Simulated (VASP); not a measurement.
Set up this calculation in VASP 6.6.1, as the native input.

* Task: single point
* Functional: PBE
* Potentials or basis: VASP PAW PBE potentials, release 64 (Zr_sv, Ti_sv, C)
* Cutoff: 520 eV
* k mesh: 4 × 4 × 4
* Occupations: gaussian, width 0.1 eV
* Spin: no spin polarisation
* Dipole correction: no
* Further INCAR settings: ALGO = Normal; EDIFF = 1e-06; NBANDS = 37

The structure of ZrTi3C2 lies in POSCAR:

```
ZrTi3C2
1.0
    4.1467260856      0.0000000000      0.0000000000
    0.0000000000      4.1467260856      0.0000000000
    0.0000000000      0.0000000000      5.2873600721
Zr Ti C
1 3 2
Direct
    0.5000000000      0.5000000000      0.0000000000
    0.0000000000      0.5000000000      0.5000000000
    0.5000000000      0.0000000000      0.5000000000
    0.0000000000      0.0000000000      0.0000000000
    0.0000000000      0.0000000000      0.6297543079
    0.0000000000      0.0000000000      0.3702456921
```

The cell was generated, and may not be a known phase.

One way to write it, as run:

INCAR

```
SYSTEM = ZrTi3C2
PREC     = Accurate       ! precision mode
ENCUT    = 520            ! plane-wave cutoff, eV
EDIFF    = 1E-6           ! SCF threshold, eV
ISMEAR   = 0              ! smearing method
SIGMA    = 0.1            ! smearing width, eV
LREAL    = .False.        ! projectors in reciprocal space
LASPH    = .True.         ! aspherical terms in the spheres
NELM     = 80             ! most SCF steps
ALGO     = Normal         ! electronic algorithm
ISIF     = 2              ! what is computed and relaxed
LWAVE    = .False.        ! write WAVECAR
LCHARG   = .False.        ! write CHGCAR
GGA      = PE             ! functional
NBANDS   = 37             ! bands
```

KPOINTS

```
Automatic mesh
0
Gamma
  4 4 4
  0 0 0
```

Potentials or basis: VASP PAW PBE potentials, release 64 (Zr_sv, Ti_sv, C).

Run with:

```bash
$ cat potpaw_PBE.64/Zr_sv/POTCAR potpaw_PBE.64/Ti_sv/POTCAR potpaw_PBE.64/C/POTCAR > POTCAR
$ mpirun -np 1 vasp_std > vasp.out
```

Results of the run:

```json
{
  "Pressure": "0.1 GPa",
  "Largest force": "0.076 eV/Å",
  "Band gap on the k mesh": "zero (bands 28 and 29 overlap by 0.48 eV)"
}
```

Caveat: the k points lie up to 0.38 Å⁻¹ apart.

It took 52 s on 1 thread of Intel(R) Xeon(R) Platinum 8559C (Emerald Rapids), on a shared host, peak memory 0.22 GiB.
